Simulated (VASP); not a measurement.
# SnSe (I4/mmm) in VASP: further runs, part 2 of 2

VASP 6.6.1. The steps go on from the part before.

### Step 3. Electric field gradients, PBEsol (equal xx and yy strain of +2 %)

The input, INCAR:

```
SYSTEM = SnSe
  PREC = Accurate
  ENCUT = 520
  EDIFF = 1E-8
  ISMEAR = -1
  SIGMA = 0.01
  LREAL = .False.
  LASPH = .True.
  NELM = 100
  ALGO = Normal
  ISIF = 2
  LWAVE = .False.
  LCHARG = .False.
  GGA = PS
  LEFG = .True.
  NBANDS = 17
```

The input, KPOINTS:

```
Automatic mesh
0
Gamma
  7 7 7
  0 0 0
```

The input, POSCAR:

```
SnSe
1.0
    0.0000000000      3.0702000000      3.0100000000
    3.0702000000      0.0000000000      3.0100000000
    3.0702000000      3.0702000000      0.0000000000
Sn Se
1 1
Direct
    0.0000000000      0.0000000000      0.0000000000
    0.5000000000      0.5000000000      0.5000000000
```

Potentials or basis: VASP PAW PBE potentials, release 64 (Sn_d, Se).

Launch:

```
$ cat potpaw_PBE.64/Sn_d/POTCAR potpaw_PBE.64/Se/POTCAR > POTCAR
$ mpirun -np 1 vasp_std > vasp.out
```

OUTCAR:

```text
SYSTEM = SnSe
   PREC = Accurate
   ENCUT = 520
   EDIFF = 1E-8
   ISMEAR = -1
   LREAL = .False.
   LASPH = .True.
   NELM = 100
   ISIF = 2
   GGA = PS

 ion  position               nearest neighbor table
   1  0.000  0.000  0.000-   2 3.01   2 3.01   2 3.07   2 3.07   2 3.07   2 3.07
   2  0.500  0.500  0.500-   1 3.01   1 3.01   1 3.07   1 3.07   1 3.07   1 3.07

  LATTYP: Found a body centered tetragonal cell.
 ALAT       =     4.3419184792
 C/A-ratio  =     1.3864838847

  Lattice vectors:

 A1 = (   0.0000000000,  -3.0702000000,  -3.0100000000)
 A2 = (   0.0000000000,   3.0702000000,  -3.0100000000)
 A3 = (   3.0702000000,   0.0000000000,   3.0100000000)

Analysis of symmetry for initial positions (statically):
=====================================================================
 Subroutine PRICEL returns:
 Original cell was already a primitive cell.

 Routine SETGRP: Setting up the symmetry group for a
[... 668 lines left out ...]
  energy-cutoff  :      520.00
  volume of cell :       56.75
      direct lattice vectors                 reciprocal lattice vectors
     0.000000000  3.070200000  3.010000000    -0.162855840  0.162855840  0.166112957
     3.070200000  0.000000000  3.010000000     0.162855840 -0.162855840  0.166112957
     3.070200000  3.070200000  0.000000000     0.162855840  0.162855840 -0.166112957

 POSITION                                       TOTAL-FORCE (eV/Angst)
 -----------------------------------------------------------------------------------
      0.00000      0.00000      0.00000        -0.000000      0.000000      0.000000
      3.07020      3.07020      3.01000         0.000000     -0.000000     -0.000000
 -----------------------------------------------------------------------------------
    total drift:                                0.000000     -0.000000     -0.000000

  FREE ENERGIE OF THE ION-ELECTRON SYSTEM (eV)
  ---------------------------------------------------
  free  energy   TOTEN  =        -8.9321095136 eV

  energy  without entropy=       -8.9321095136  energy(sigma->0) =       -8.93210951

 Electric field gradients (V/A^2)
---------------------------------------------------------------------
 ion       V_xx      V_yy      V_zz      V_xy      V_xz      V_yz
---------------------------------------------------------------------
   1      13.389    13.389   -26.777    -0.000     0.000     0.000
   2       1.321     1.321    -2.641     0.000     0.000     0.000
---------------------------------------------------------------------

 Electric field gradients after diagonalization (V/A^2)
 (convention: |V_zz| > |V_xx| > |V_yy|)
----------------------------------------------------------------------
 ion       V_xx      V_yy      V_zz     asymmetry (V_yy - V_xx)/ V_zz
----------------------------------------------------------------------
   1      13.389    13.388   -26.777       0.000
   2       1.321     1.321    -2.641       0.000
----------------------------------------------------------------------

           NMR quadrupolar parameters

 Cq : quadrupolar parameter    Cq=e*Q*V_zz/h
 eta: asymmetry parameters     (V_yy - V_xx)/ V_zz
 Q  : nuclear electric quadrupole moment in mb (millibarn)
----------------------------------------------------------------------
 ion       Cq(MHz)       eta       Q (mb)
----------------------------------------------------------------------
   1      -0.065       0.000       1.000
   2      -0.006       0.000       1.000
----------------------------------------------------------------------
```

OSZICAR:

```text
N       E                     dE             d eps       ncg     rms          rms(c)
DAV:   1     0.135082283904E+03    0.13508E+03   -0.98706E+03  1381   0.143E+03
DAV:   2     0.432454283329E+01   -0.13076E+03   -0.12678E+03  1456   0.350E+02
DAV:   3    -0.877504741559E+01   -0.13100E+02   -0.13014E+02  1656   0.958E+01
DAV:   4    -0.911938377036E+01   -0.34434E+00   -0.34399E+00  1621   0.164E+01
DAV:   5    -0.912856677325E+01   -0.91830E-02   -0.91826E-02  2039   0.269E+00    0.284E+00
DAV:   6    -0.893565243053E+01    0.19291E+00   -0.48868E-01  1958   0.432E+00    0.165E+00
DAV:   7    -0.893219008197E+01    0.34623E-02   -0.75444E-02  1620   0.129E+00    0.833E-01
DAV:   8    -0.893233161682E+01   -0.14153E-03   -0.81921E-03  1628   0.745E-01    0.107E-01
DAV:   9    -0.893207311845E+01    0.25850E-03   -0.15859E-03  1952   0.277E-01    0.482E-02
DAV:  10    -0.893210761098E+01   -0.34493E-04   -0.13280E-04  1556   0.723E-02    0.912E-03
DAV:  11    -0.893210950028E+01   -0.18893E-05   -0.61974E-06  1905   0.192E-02    0.231E-03
DAV:  12    -0.893210956391E+01   -0.63622E-07   -0.24803E-07  1754   0.599E-03    0.573E-04
DAV:  13    -0.893210953431E+01    0.29591E-07   -0.34519E-08  1697   0.121E-03    0.218E-04
DAV:  14    -0.893210950783E+01    0.26482E-07   -0.56824E-09  1212   0.883E-04    0.989E-05
DAV:  15    -0.893210951364E+01   -0.58126E-08   -0.33831E-10   842   0.176E-04
   1 F= -.89321095E+01 E0= -.89321095E+01  d E =-.768547E-13
```

Wall time 55 s (1 thread of Intel Xeon 8259CL, shared host); peak memory 0.2 GiB.

What came out:

```
Free energy                             : -8.9321 eV
Pressure                                : -3.6 GPa
Band gap on the k mesh                  : 0.74 eV (least direct gap 0.76 eV)
Largest electric field gradient by atom : Sn -26.8; Se -2.6 V/Å²
```

Stress tensor (GPa, compression positive):
```
-4.21  0.00  0.00
 0.00 -4.21  0.00
 0.00  0.00 -2.26
```

Electric field gradients, principal values (V/Å²):
```tsv
atom	least	middle	greatest (by size)
1 Sn	13.388	13.389	-26.777
2 Se	1.321	1.321	-2.641
```

Caveat: the cell differs from its parent crystal (equal xx and yy strain of +2 %); the cell stands under tension; without QUAD_EFG the Cq values of the log hold for a quadrupole moment of 1 mb, not for the nuclei; the PAW data sets were made with another functional, which shifts forces and pressure a little; spin-orbit coupling is left out, which moves the levels of the heavy elements; an odd mesh through Γ misses points on the zone boundary, where band edges can lie.
